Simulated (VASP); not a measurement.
# BiB (P6_3/mmc) in VASP: settings compared

Aim: see how the results for BiB move with the level of theory and the settings. Levels: PBEsol, r2SCAN+rVV10. Tasks: single point, relaxation of cell and atoms.

All numbers are computed with VASP 6.6.1; they aren't measurements. Logs are shortened: lines on timing, memory, paths and dates and some standing lists are left out, and cuts for length are marked.

### Step 1. The cell of the first run

The structure is hexagonal, space group P6_3/mmc (No. 194). Conventional cell: a = 3.741 Å, b = 3.741 Å, c = 5.999 Å, α = 90.00°, β = 90.00°, γ = 120.00°. B (site symmetry -3m) has 6 Bi at 2.63 Å and 2 B at 3.00 Å within 3.5 Å. Within 3.5 Å of Bi (site symmetry -6m2) lie 6 B at 2.63 Å.

### Step 2. Single point, PBEsol

File INCAR:

```
SYSTEM = BiB
PREC = Accurate
ENCUT = 520
EDIFF = 1E-7
ISMEAR = -1
SIGMA = 0.03
LREAL = .False.
LASPH = .True.
NELM = 60
ALGO = Normal
ISIF = 2
LWAVE = .False.
LCHARG = .False.
GGA = PS
NBANDS = 26
```

File KPOINTS:

```
Automatic mesh
0
Gamma
  9 9 4
  0 0 0
```

File POSCAR:

```
BiB
1.0
    3.7411261364      0.0000000000      0.0000000000
   -1.8705630682      3.2399102729      0.0000000000
    0.0000000000      0.0000000000      5.9986250085
B Bi
2 2
Direct
    0.0000000000      0.0000000000      0.0000000000
    0.0000000000      0.0000000000      0.5000000000
    0.3333333333      0.6666666667      0.2500000000
    0.6666666667      0.3333333333      0.7500000000
```

Potentials or basis: VASP PAW PBE potentials, release 64 (B, Bi_d).

The run is started by

```sh
> cat potpaw_PBE.64/B/POTCAR potpaw_PBE.64/Bi_d/POTCAR > POTCAR
> mpirun -np 1 vasp_std > vasp.out
```

OUTCAR:

```text
SYSTEM = BiB
   PREC = Accurate
   ENCUT = 520
   EDIFF = 1E-7
   ISMEAR = -1
   LREAL = .False.
   LASPH = .True.
   NELM = 60
   ISIF = 2
   GGA = PS

 ion  position               nearest neighbor table
   1  0.000  0.000  0.000-   3 2.63   4 2.63   4 2.63   3 2.63   4 2.63   3 2.63
   2  0.000  0.000  0.500-   3 2.63   4 2.63   4 2.63   3 2.63   4 2.63   3 2.63
   3  0.333  0.667  0.250-   1 2.63   2 2.63   1 2.63   2 2.63   1 2.63   2 2.63   4 3.70   4 3.70
                             4 3.70   4 3.70   4 3.70   4 3.70
   4  0.667  0.333  0.750-   1 2.63   2 2.63   1 2.63   2 2.63   1 2.63   2 2.63   3 3.70   3 3.70
                             3 3.70   3 3.70   3 3.70   3 3.70

  LATTYP: Found a hexagonal cell.
 ALAT       =     3.7411261364
 C/A-ratio  =     1.6034276284

  Lattice vectors:

 A1 = (   3.7411261364,   0.0000000000,   0.0000000000)
 A2 = (  -1.8705630682,   3.2399102729,   0.0000000000)
 A3 = (   0.0000000000,   0.0000000000,   5.9986250085)

Analysis of symmetry for initial positions (statically):
=====================================================================
 Subroutine PRICEL returns:
 Original cell was already a primitive cell.

 Routine SETGRP: Setting up the symmetry group for a
 hexagonal supercell.

 Subroutine GETGRP returns: Found 24 space group operations
 (whereof 12 operations were pure point group operations)
 out of a pool of 24 trial point group operations.

The static configuration has the point symmetry D_3d.
 The point group associated with its full space group is D_6h.

Analysis of symmetry for dynamics (positions and initial velocities):
=====================================================================
 Subroutine PRICEL returns:
 Original cell was already a primitive cell.

 Routine SETGRP: Setting up the symmetry group for a
 hexagonal supercell.

 Subroutine GETGRP returns: Found 24 space group operations
 (whereof 12 operations were pure point group operations)
 out of a pool of 24 trial point group operations.

The dynamic configuration has the point symmetry D_3d.
 The point group associated with its full space group is D_6h.

 Subroutine INISYM returns: Found 24 space group operations
 (whereof 12 operations are pure point group operations),
 and found     1 'primitive' translations

----------------------------------------------------------------------------------------

                                     Primitive cell

  volume of cell :      72.7088

  direct lattice vectors                    reciprocal lattice vectors
     3.741126136  0.000000000  0.000000000     0.267299194  0.154325261  0.000000000
    -1.870563068  3.239910273  0.000000000     0.000000000  0.308650523  0.000000000
     0.000000000  0.000000000  5.998625009     0.000000000  0.000000000  0.166704870

  length of vectors
     3.741126136  3.741126136  5.998625009     0.308650523  0.308650523  0.166704870

  position of ions in fractional coordinates (direct lattice)
     0.000000000  0.000000000  0.000000000
     0.000000000  0.000000000  0.500000000
     0.333333333  0.666666667  0.250000000
     0.666666667  0.333333333  0.750000000

  ion indices of the primitive-cell ions
   primitive index   ion index
                 1           1
                 2           2
                 3           3
                 4           4

----------------------------------------------------------------------------------------

 KPOINTS: Automatic mesh

Automatic generation of k-mesh.
 Grid dimensions read from file:
 generate k-points for:    9    9    4

 Generating k-lattice:

  Cartesian coordinates                     Fractional coordinates (reciprocal lattice)
     0.029699910  0.017147251  0.000000000     0.111111111  0.000000000  0.000000000
     0.000000000  0.034294503  0.000000000     0.000000000  0.111111111  0.000000000
     0.000000000  0.000000000  0.041676217     0.000000000  0.000000000  0.250000000

  Length of vectors
     0.034294503  0.034294503  0.041676217

  Shift w.r.t. Gamma in fractional coordinates (k-lattice)
[... 47 lines left out ...]

  energy without entropy =      -17.76510887  energy(sigma->0) =      -17.76678796

 E-fermi :   8.2558     XC(G=0): -11.0845

 val. band max:        8.2435089510   @ k =   0.0000   0.0000   0.5000
 cond. band min:       8.3186858553   @ k =   0.2222   0.1111   0.0000
 fundamental gap:      0.0751769043
 Fermi energy:         8.2557605694

 k-point     1 :       0.0000    0.0000    0.0000
  band No.  band energies     occupation
      1     -14.6125      2.00000
      2     -14.6125      2.00000
      3     -14.5984      2.00000
      4     -14.5984      2.00000
      5     -14.5984      2.00000
      6     -14.5959      2.00000
[... 18 lines left out ...]
     25      14.0862      0.00000
     26      14.8033      0.00000

 k-point     2 :       0.1111    0.0000    0.0000
  band No.  band energies     occupation
      1     -14.6195      2.00000
      2     -14.6025      2.00000
      3     -14.6010      2.00000
      4     -14.5909      2.00000
      5     -14.5899      2.00000
      6     -14.5891      2.00000
[... 18 lines left out ...]
     25      13.8383      0.00000
     26      14.2390      0.00000

 k-point     3 :       0.2222    0.0000    0.0000
  band No.  band energies     occupation
      1     -14.6336      2.00000
      2     -14.6061      2.00000
      3     -14.6033      2.00000
      4     -14.6008      2.00000
      5     -14.5783      2.00000
      6     -14.5771      2.00000
[... 18 lines left out ...]
     25      14.1620      0.00000
     26      14.9488      0.00000

 k-point     4 :       0.3333   -0.0000    0.0000
  band No.  band energies     occupation
      1     -14.6479      2.00000
      2     -14.6254      2.00000
      3     -14.6125      2.00000
      4     -14.6075      2.00000
      5     -14.5627      2.00000
      6     -14.5578      2.00000
[... 18 lines left out ...]
     25      15.3692      0.00000
     26      16.2312      0.00000
[... 496 lines left out ...]
      1     -14.6315      2.00000
      2     -14.6154      2.00000
      3     -14.6132      2.00000
      4     -14.6000      2.00000
      5     -14.5828      2.00000
      6     -14.5626      2.00000
[... 18 lines left out ...]
     25      14.9451      0.00000
     26      16.1902      0.00000

 k-point    23 :       0.3333    0.2222    0.2500
  band No.  band energies     occupation
      1     -14.6393      2.00000
      2     -14.6149      2.00000
      3     -14.6096      2.00000
      4     -14.5945      2.00000
      5     -14.5842      2.00000
      6     -14.5544      2.00000
[... 18 lines left out ...]
     25      15.5252      0.00000
     26      15.9333      0.00000

 k-point    24 :       0.3333    0.3333    0.2500
  band No.  band energies     occupation
      1     -14.6411      2.00000
      2     -14.6067      2.00000
      3     -14.6067      2.00000
      4     -14.5837      2.00000
      5     -14.5657      2.00000
      6     -14.5625      2.00000
[... 18 lines left out ...]
     25      14.8142      0.00000
     26      16.3611      0.00000

 [... further k-points ...]
[... 5 lines left out ...]
  --------------------------------------------------------------------------------------
  -------------------------------------------------------------------------------------
  Total        0.0049878      0.0049878     -0.0043762      0.0000000      0.0000000     -0.0000000
  in kB        0.1099097      0.1099097     -0.0964311      0.0000000      0.0000000     -0.0000000
  external PRESSURE =       0.0411294 kB  Pullay stress =       0.0000000 kB

 VOLUME and BASIS-vectors are now :
 -----------------------------------------------------------------------------
  energy-cutoff  :      520.00
  volume of cell :       72.71
      direct lattice vectors                 reciprocal lattice vectors
     3.741126136  0.000000000  0.000000000     0.267299194  0.154325261  0.000000000
    -1.870563068  3.239910273  0.000000000     0.000000000  0.308650523  0.000000000
     0.000000000  0.000000000  5.998625009     0.000000000  0.000000000  0.166704870

 POSITION                                       TOTAL-FORCE (eV/Angst)
 -----------------------------------------------------------------------------------
      0.00000      0.00000      0.00000         0.000000      0.000000      0.000000
      0.00000      0.00000      2.99931         0.000000      0.000000      0.000000
     -0.00000      2.15994      1.49966         0.000000      0.000000      0.000000
      1.87056      1.07997      4.49897        -0.000000     -0.000000     -0.000000
 -----------------------------------------------------------------------------------
    total drift:                                0.000000     -0.000000     -0.000000

  FREE ENERGIE OF THE ION-ELECTRON SYSTEM (eV)
  ---------------------------------------------------
  free  energy   TOTEN  =       -17.7684670581 eV

  energy  without entropy=      -17.7651088650  energy(sigma->0) =      -17.76678796
```

Wall time 25 s (1 thread of Intel Xeon 6975P-C (Granite Rapids), shared host); peak memory 0.21 GiB.

What came out:

```
Free energy            : -17.7685 eV
Pressure               : 0.0 GPa
Band gap on the k mesh : zero (bands 18 and 19 overlap by 4.72 eV)
```

Caveat: the PAW data sets were made with another functional, which shifts forces and pressure a little; spin-orbit coupling is left out, which moves the levels of the heavy elements.

### Step 3. Relaxation of cell and atoms, PBEsol

This run uses another cell than the first one, of 15.10 Å³/atom.

File INCAR:

```
ALGO     = Normal         # electronic algorithm
EDIFF    = 1E-7           # SCF threshold, eV
EDIFFG   = -0.01          # ionic threshold
ENCUT    = 600            # plane-wave cutoff, eV
GGA      = PS             # functional
IBRION   = 2              # ionic algorithm
ISIF     = 3              # what is computed and relaxed
ISMEAR   = -1             # smearing method
LASPH    = T              # aspherical terms in the spheres
LCHARG   = F              # write CHGCAR
LREAL    = F              # projectors in reciprocal space
LWAVE    = F              # write WAVECAR
NELM     = 60             # most SCF steps
NSW      = 100            # ionic steps
PREC     = Accurate       # precision mode
SIGMA    = 0.03           # smearing width, eV
```

File KPOINTS:

```
k-points
0
Gamma
  9 9 4
```

File POSCAR:

```
BiB
1.0
    3.4974683400      0.0000000000      0.0000000000
   -1.7487341700      3.0288964314      0.0000000000
    0.0000000000      0.0000000000      5.7008733942
B Bi
2 2
Direct
    0.0000000000      0.0000000000      0.0000000000
    0.0000000000      0.0000000000      0.5000000000
    0.3333333333      0.6666666667      0.2500000000
    0.6666666667      0.3333333333      0.7500000000
```

Potentials or basis: VASP PAW PBE potentials, release 64 (B, Bi_d).

The run is started by

```sh
> cat potpaw_PBE.64/B/POTCAR potpaw_PBE.64/Bi_d/POTCAR > POTCAR
> mpirun -np 1 vasp_std > vasp.out
```

It took 2.6 min on 1 thread of Intel Xeon 6975P-C (Granite Rapids), shared host; peak memory 0.23 GiB.

The run converged. Its results:

| Quantity | Value |
| --- | --- |
| Free energy | -17.7638 eV |
| Relaxed volume | 18.18 Å³/atom |
| Relaxed cell | a = 3.741 Å, b = 3.741 Å, c = 6.000 Å, α = 90.00°, β = 90.00°, γ = 120.00° |
| Space group after relaxing (to 0.1 Å) | P6_3/mmc (No. 194) |
| Energy gained by relaxing | 190.4 meV/atom |
| Ionic steps | 9 |
| Pressure after relaxing | 0.0 GPa |
| Band gap on the k mesh | zero (bands 18 and 19 overlap by 4.72 eV) |

Step by step:
| step | energy change (eV) | largest force (eV/Å) | pressure (GPa) | volume (Å³) |
| --- | --- | --- | --- | --- |
| 1 | 0.0000 | 0.0000 | 23.27 | 60.39 |
| 2 | -0.4721 | 0.0000 | -8.03 | 81.64 |
| 3 | -0.7465 | 0.0000 | 0.09 | 72.28 |
| 4 | -0.7463 | 0.0000 | 0.41 | 72.03 |
| 5 | -0.7576 | 0.0000 | 0.28 | 72.33 |
| 6 | -0.7617 | 0.0000 | 0.13 | 72.62 |
| 7 | -0.7617 | 0.0000 | 0.13 | 72.60 |
| 8 | -0.7617 | 0.0000 | -0.06 | 72.77 |
| 9 | -0.7617 | 0.0000 | 0.00 | 72.71 |

Final structure:
```
CELL_PARAMETERS angstrom
3.74070 0.00000 0.00000
-1.87035 3.23954 0.00000
0.00000 0.00000 6.00022
ATOMIC_POSITIONS crystal
B 0.00000 0.00000 0.00000
B 0.00000 0.00000 0.50000
Bi 0.33333 0.66667 0.25000
Bi 0.66667 0.33333 0.75000
```

Levels at points of the mesh, in eV from the Fermi level:
```tsv
k point	band 15	band 16	band 17	band 18	band 19	band 20	band 21	band 22
(0.00, 0.00, 0.00)	-0.58	-0.58	0.75	1.47	1.47	1.54	1.54	1.81
(0.00, 0.00, 0.50)	-0.01	-0.01	-0.01	-0.01	1.06	1.06	3.70	3.70
```

Caveat: the volume moved by over 15 % at a fixed basis, so the end points are rough; the PAW data sets were made with another functional, which shifts forces and pressure a little; spin-orbit coupling is left out, which moves the levels of the heavy elements.

### Step 4. Single point, r2SCAN+rVV10

This run uses another cell than the first one, of 18.46 Å³/atom.

File POSCAR:

```
BiB
1.0
    3.7511786197      0.0000000000      0.0000000000
   -1.8755893098      3.2486159788      0.0000000000
    0.0000000000      0.0000000000      6.0577381946
B Bi
2 2
Direct
    0.0000000000      0.0000000000      0.0000000000
    0.0000000000      0.0000000000      0.5000000000
    0.3333333333      0.6666666667      0.2500000000
    0.6666666667      0.3333333333      0.7500000000
```

File INCAR.step1:

```
ALGO     = Normal         # electronic algorithm
EDIFF    = 1E-4           # SCF threshold, eV
ENCUT    = 520            # plane-wave cutoff, eV
GGA      = PE             # functional
ISMEAR   = -1             # smearing method
LASPH    = T              # aspherical terms in the spheres
LCHARG   = F              # write CHGCAR
LREAL    = F              # projectors in reciprocal space
LWAVE    = T              # write WAVECAR
NBANDS   = 26             # bands
NELM     = 60             # most SCF steps
PREC     = Accurate       # precision mode
SIGMA    = 0.03           # smearing width, eV
```

File INCAR.step2:

```
ALGO     = Normal         # electronic algorithm
BPARAM   = 11.95        
CPARAM   = 0.0093       
EDIFF    = 1E-6           # SCF threshold, eV
ENCUT    = 520            # plane-wave cutoff, eV
ISIF     = 2              # what is computed and relaxed
ISMEAR   = -1             # smearing method
ISTART   = 1            
IVDW_NL  = 2            
LASPH    = T              # aspherical terms in the spheres
LCHARG   = T              # write CHGCAR
LELF     = T              # ELF
LMIXTAU  = T            
LREAL    = F              # projectors in reciprocal space
LUSE_VDW = T            
LVHAR    = T            
LWAVE    = F              # write WAVECAR
METAGGA  = R2SCAN         # meta-GGA
NBANDS   = 26             # bands
NELM     = 60             # most SCF steps
PREC     = Accurate       # precision mode
SIGMA    = 0.03           # smearing width, eV
```

File KPOINTS:

```
k-points
0
Gamma
  12 12 4
```

The run is started by

```sh
> cat potpaw_PBE.64/B/POTCAR potpaw_PBE.64/Bi_d/POTCAR > POTCAR
> cp INCAR.step1 INCAR
> mpirun -np 1 vasp_std > vasp.out
> cp INCAR.step2 INCAR
> mpirun -np 1 vasp_std > vasp.out
```

It took 3.3 min on 1 thread of Intel Xeon 6975P-C (Granite Rapids), shared host; peak memory 0.4 GiB.

Results (log left out):

* Free energy: -125.6665 eV
* Pressure: 0.3 GPa
* Band gap on the k mesh: zero (bands 18 and 19 overlap by 4.89 eV)

Stress tensor (GPa, compression positive):
```
0.28 0.00 0.00
0.00 0.28 0.00
0.00 0.00 0.20
```

Levels at points of the mesh, in eV from the Fermi level:
```csv
k point,band 16,band 17,band 18,band 19,band 20,band 21
"(0.00, 0.00, 0.00)",-0.71,0.58,1.46,1.46,1.55,1.55
"(0.50, 0.00, 0.00)",-4.74,-3.34,0.90,1.12,1.63,2.07
"(0.00, 0.00, 0.50)",-0.10,-0.10,-0.10,1.15,1.15,3.81
"(0.50, 0.00, 0.50)",-2.13,-1.83,-1.83,-1.23,-1.23,3.37
```

Caveat: the PAW data sets were made with another functional, which shifts forces and pressure a little; spin-orbit coupling is left out, which moves the levels of the heavy elements.

### Step 5. Single point, r2SCAN+rVV10

This run uses another cell than the first one, of 18.46 Å³/atom.

POSCAR is that of step 4.

File INCAR.step1:

```
SYSTEM = BiB
  PREC = Accurate
  ENCUT = 520
  ISMEAR = -1
  SIGMA = 0.03
  LREAL = .False.
  LASPH = .True.
  NELM = 100
  NBANDS = 26
  GGA = PE
  ALGO = Normal
  EDIFF = 1E-4
  LWAVE = .True.
  LCHARG = .False.
```

File INCAR.step2:

```
SYSTEM = BiB
  PREC = Accurate
  ENCUT = 520
  EDIFF = 1E-6
  ISMEAR = -1
  SIGMA = 0.03
  LREAL = .False.
  LASPH = .True.
  NELM = 100
  ALGO = Normal
  ISIF = 2
  LWAVE = .False.
  LCHARG = .False.
  METAGGA = R2SCAN
  LMIXTAU = .True.
  LUSE_VDW = .True.
  IVDW_NL = 2
  BPARAM = 11.95
  CPARAM = 0.0093
  NBANDS = 26
  ISTART = 1
```

File KPOINTS:

```
regular mesh
0
Gamma
  12 12 6
  0 0 0
```

The run is started by

```sh
> cat potpaw_PBE.64/B/POTCAR potpaw_PBE.64/Bi_d/POTCAR > POTCAR
> cp INCAR.step1 INCAR
> mpirun -np 1 vasp_std > vasp.out
> cp INCAR.step2 INCAR
> mpirun -np 1 vasp_std > vasp.out
```

Run time: 4 min. Hardware: 1 thread of Intel Xeon 6975P-C (Granite Rapids), shared host; peak memory 0.42 GiB.

It converged, with:

```yaml
Free_energy: -125.6537 eV
Pressure: 0.2 GPa
Band_gap_on_the_k_mesh: zero (bands 18 and 19 overlap by 4.89 eV)
```

Stress tensor (GPa, compression positive):
```
-0.21  0.00  0.00
 0.00 -0.21  0.00
 0.00  0.00  1.09
```

Levels at points of the mesh, in eV from the Fermi level:
```tsv
k point	band 16	band 17	band 18	band 19	band 20	band 21
(0.00, 0.00, 0.00)	-0.67	0.62	1.50	1.50	1.59	1.59
(0.50, 0.00, 0.00)	-4.70	-3.30	0.94	1.16	1.67	2.11
(0.00, 0.00, 0.50)	-0.06	-0.06	-0.06	1.19	1.19	3.85
(0.50, 0.00, 0.50)	-2.09	-1.79	-1.79	-1.19	-1.19	3.41
```

Caveat: the PAW data sets were made with another functional, which shifts forces and pressure a little; spin-orbit coupling is left out, which moves the levels of the heavy elements.

### Step 6. Summary

```tsv
task	level	cell	k mesh	cutoff (eV)	gap on the mesh (eV)	pressure (GPa)
single point	PBEsol	a = 3.741, b = 3.741, c = 5.999 Å, angles 90.0, 90.0, 120.0°, 4 atoms	9 × 9 × 4	520	none	0.0
relaxation of cell and atoms	PBEsol	relaxed from a = 3.497, b = 3.497, c = 5.701 Å, angles 90.0, 90.0, 120.0°, 4 atoms	9 × 9 × 4	600	none	0.0
single point	r2SCAN+rVV10	a = 3.751, b = 3.751, c = 6.058 Å, angles 90.0, 90.0, 120.0°, 4 atoms	12 × 12 × 4	520	none	0.3
single point	r2SCAN+rVV10	a = 3.751, b = 3.751, c = 6.058 Å, angles 90.0, 90.0, 120.0°, 4 atoms	12 × 12 × 6	520	none	0.2
```

Alike in all rows: potentials or basis VASP PAW PBE potentials, release 64 (B, Bi_d); no spin polarisation; smearing fermi-dirac 0.03 eV.

Caveats: the PAW data sets were made with another functional, which shifts forces and pressure a little; spin-orbit coupling is left out, which moves the levels of the heavy elements; the volume moved by over 15 % at a fixed basis, so the end points are rough (at least some runs).

Absolute energies hang on the potentials; compare differences alone.
